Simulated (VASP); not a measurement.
A run of VASP 6.6.1 is set up as follows.

POSCAR

```
GaSb
1.0
    0.0000000000      2.5563062627      2.5563062627
    2.5563062627      0.0000000000      2.5563062627
    2.5563062627      2.5563062627      0.0000000000
Ga Sb
1 1
Direct
    0.0000000000      0.0000000000      0.0000000000
    0.5000000000      0.5000000000      0.5000000000
```

The input INCAR.step1:

```
SYSTEM = GaSb
  ALGO = Normal
  EDIFF = 1E-4
  ENCUT = 520
  GGA = PE
  ISMEAR = 0
  LASPH = .True.
  LCHARG = .False.
  LREAL = .False.
  LWAVE = .True.
  NBANDS = 16
  NELM = 80
  PREC = Accurate
  SIGMA = 0.1
```

INCAR.step2

```
SYSTEM = GaSb
  ALGO = Normal
  EDIFF = 1E-6
  ENCUT = 520
  ISIF = 2
  ISMEAR = 0
  ISTART = 1
  LASPH = .True.
  LCHARG = .False.
  LMIXTAU = .True.
  LREAL = .False.
  LWAVE = .False.
  METAGGA = R2SCAN
  NBANDS = 16
  NELM = 80
  PREC = Accurate
  SIGMA = 0.1
```

Contents of KPOINTS:

```
k-points
0
Gamma
  14 14 14
  0 0 0
```

Potentials or basis: VASP PAW PBE potentials, release 64 (Ga_d, Sb).

The run is started by

```sh
$ cat potpaw_PBE.64/Ga_d/POTCAR potpaw_PBE.64/Sb/POTCAR > POTCAR
$ cp INCAR.step1 INCAR
$ mpirun -np 1 vasp_std > vasp.out
$ cp INCAR.step2 INCAR
$ mpirun -np 1 vasp_std > vasp.out
```

Task: Predict the band gap on the k mesh.

Result: Zero (band 9 reaches 12.74 eV, above the bottom of band 10 at 7.84 eV).

Task: Estimate the pressure.

Result: 50.0 GPa.

Caveat: the cell differs from its parent crystal (N replaced by Sb, lengths x 1.211, strained); the PAW data sets were made with another functional, which shifts forces and pressure a little; spin-orbit coupling is left out, which moves the levels of the heavy elements.
